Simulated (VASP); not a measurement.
# GaN: single point with r2SCAN

The system is GaN.

```
Ga N
1.0
     3.18315    0.00000    0.00000
    -1.59157    2.75669    0.00000
     0.00000    0.00000    5.18363
Ga N
2 2
Direct
  0.33333 0.66667 0.99911
  0.66667 0.33333 0.49911
  0.33333 0.66667 0.37589
  0.66667 0.33333 0.87589
```

```yaml
Program: VASP 6.6.1
Task: single point
Functional: r2SCAN
Potentials_or_basis: VASP PAW PBE potentials, release 64 (Ga_d, N)
Cutoff: 520 eV
k_mesh: 6 × 6 × 4
Occupations: gaussian, width 0.01 eV
Spin: no spin polarisation
```

```json
{"Pressure": "1.1 GPa", "Largest force": "0.005 eV/Å", "Band gap on the k mesh": "2.34 eV, direct"}
```

Forces in eV/Å, atoms in the order of the input:
```
Ga   0.000  0.000  0.005
Ga   0.000  0.000  0.005
N    0.000  0.000 -0.005
N    0.000  0.000 -0.005
```

Stress tensor (GPa, compression positive):
```
1.11 0.00 0.00
0.00 1.11 0.00
0.00 0.00 0.94
```

Levels at points of the mesh, in eV from the valence-band top:
| k point | band 15 | band 16 | band 17 | band 18 | band 19 | band 20 | band 21 | band 22 |
| --- | --- | --- | --- | --- | --- | --- | --- | --- |
| (0.00, 0.00, 0.00) | -1.07 | -0.04 | 0.00 | 0.00 | 2.34 | 4.81 | 9.96 | 10.59 |
| (0.50, 0.00, 0.00) | -4.30 | -2.84 | -2.24 | -1.03 | 5.58 | 6.12 | 6.55 | 9.35 |
| (0.00, 0.00, 0.50) | -0.55 | -0.55 | -0.55 | -0.55 | 4.77 | 4.77 | 9.18 | 9.18 |
| (0.50, 0.00, 0.50) | -2.01 | -2.01 | -1.95 | -1.95 | 4.89 | 4.89 | 8.42 | 8.42 |

Wall time 2.7 min on 1 thread of Intel Xeon 8259CL, on a shared host, peak memory 0.18 GiB.

Caveat: the PAW data sets were made with another functional, which shifts forces and pressure a little. r2SCAN opens gaps a little over a GGA but as a rule still falls short of measured ones.
